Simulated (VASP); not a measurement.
Wanted: the native input for a VASP 6.6.1 run.

- Task: single point
- Functional: PBE
- Potentials or basis: VASP PAW PBE potentials, release 64 (Pt)
- Cutoff: 520 eV
- k mesh: 14 × 14 × 14
- Occupations: gaussian, width 0.6 eV
- Spin: no spin polarisation
- Dipole correction: no
- Further INCAR settings: ALGO = Normal; EDIFF = 1e-06; NBANDS = 11

The structure of Pt lies in POSCAR:

```
Pt
1.0
    0.0000000000      1.9857786488      1.9857786488
    1.9857786488      0.0000000000      1.9857786488
    1.9857786488      1.9857786488      0.0000000000
Pt
1
Direct
    0.0000000000      0.0000000000      0.0000000000
```

The input as run:

INCAR

```
ALGO     = Normal         # electronic algorithm
EDIFF    = 1E-6           # SCF threshold, eV
ENCUT    = 520            # plane-wave cutoff, eV
GGA      = PE             # functional
ISIF     = 2              # what is computed and relaxed
ISMEAR   = 0              # smearing method
LASPH    = True           # aspherical terms in the spheres
LCHARG   = False          # write CHGCAR
LREAL    = False          # projectors in reciprocal space
LWAVE    = False          # write WAVECAR
NBANDS   = 11             # bands
NELM     = 100            # most SCF steps
PREC     = Accurate       # precision mode
SIGMA    = 0.6            # smearing width, eV
```

KPOINTS

```
k-points
0
Gamma
  14 14 14
```

Potentials or basis: VASP PAW PBE potentials, release 64 (Pt).

Run with:

```sh
$ cat potpaw_PBE.64/Pt/POTCAR > POTCAR
$ mpirun -np 1 vasp_std > vasp.out
```

Results of the run:

- Pressure: 0.8 GPa
- Band gap on the k mesh: zero (band 5 reaches 11.02 eV, above the bottom of band 6 at 8.92 eV)

Caveat: spin-orbit coupling is left out, which moves the levels of the heavy elements.

It took 21 s on 1 thread of AMD EPYC 7R13 (shared host), peak memory 0.15 GiB.
